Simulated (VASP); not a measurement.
A run of VASP 6.6.1 is set up as follows.

The input INCAR:

```
SYSTEM = YS
ALGO = Normal
EDIFF = 1E-6
ENCUT = 520
GGA = PS
ISIF = 2
ISMEAR = 0
LASPH = .True.
LCHARG = .True.
LELF = .True.
LREAL = .False.
LVHAR = .True.
LWAVE = .False.
NBANDS = 16
NELM = 100
PREC = Accurate
SIGMA = 0.1
```

The input KPOINTS:

```
k-points
0
Gamma
  14 14 14
  0 0 0
```

POSCAR

```
YS
1.0
    0.0000000000      2.7298023711      2.7298023711
    2.7298023711      0.0000000000      2.7298023711
    2.7298023711      2.7298023711      0.0000000000
Y S
1 1
Direct
    0.5000000000      0.5000000000      0.5000000000
    0.0000000000      0.0000000000      0.0000000000
```

Potentials or basis: VASP PAW PBE potentials, release 64 (Y_sv, S).

The run is started by

```console
$ cat potpaw_PBE.64/Y_sv/POTCAR potpaw_PBE.64/S/POTCAR > POTCAR
$ mpirun -np 1 vasp_std > vasp.out
```

(1) Predict the pressure.

Answers

(1) 0.0 GPa.

Caveat: the PAW data sets were made with another functional, which shifts forces and pressure a little.
